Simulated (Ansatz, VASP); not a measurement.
**One calculation of MgS, two programs**

```xyz
2
Lattice="0.0668 2.5185 2.7069 3.0522 0.1937 2.5800 3.3923 2.7317 -0.1465" Properties=species:S:1:pos:R:3 pbc="T T T"
Mg    0.1008    2.5250    2.7080
S     4.8494    4.0763    3.8542
```

Alike in both runs: task single point; functional PBE-based screened hybrid; k mesh 5 × 5 × 4; occupations fermi-dirac, width 0.05 eV; no spin polarisation.

|  | VASP | Ansatz |
| --- | --- | --- |
| version | VASP 6.6.1 | Ansatz 0.2.0 |
| potentials or method | VASP PAW PBE potentials, release 64 (Mg, S) | Ansatz PAW |
| plane-wave cutoff (eV) | 520 | 420 |
| valence electrons in the cell | 8 | 16 |

Ansatz gave:

* gap on the k mesh at the Fermi level (eV): 3.57
* least direct gap on the mesh (eV): 3.66
* pressure (GPa): 3.8
* traceless stress, the component that is largest in VASP (GPa): -8.57
* rms of the force components (eV/Å): 1.021

Estimate VASP's values.

gap on the k mesh at the Fermi level (eV): 3.55; least direct gap on the mesh (eV): 3.64; pressure (GPa): 3.7; traceless stress, the component that is largest in VASP (GPa): -8.58; rms of the force components (eV/Å): 1.020.

VASP's potentials were made for PBE, not for PBE-based screened hybrid. Atom by atom the forces differ by 0.002 eV/Å (rms over components). With one functional, cell and mesh, what is left measures potentials, basis and numerics. VASP's potentials hold 8 valence electrons a cell and Ansatz's 16, so a difference there can come from the potentials and not from the codes.

The k mesh is coarse, so the values compare programs but aren't converged. Noted on Ansatz's run: odd divisions of the mesh miss points on the zone boundary, where band edges often lie, so the gap on the mesh can be too wide.
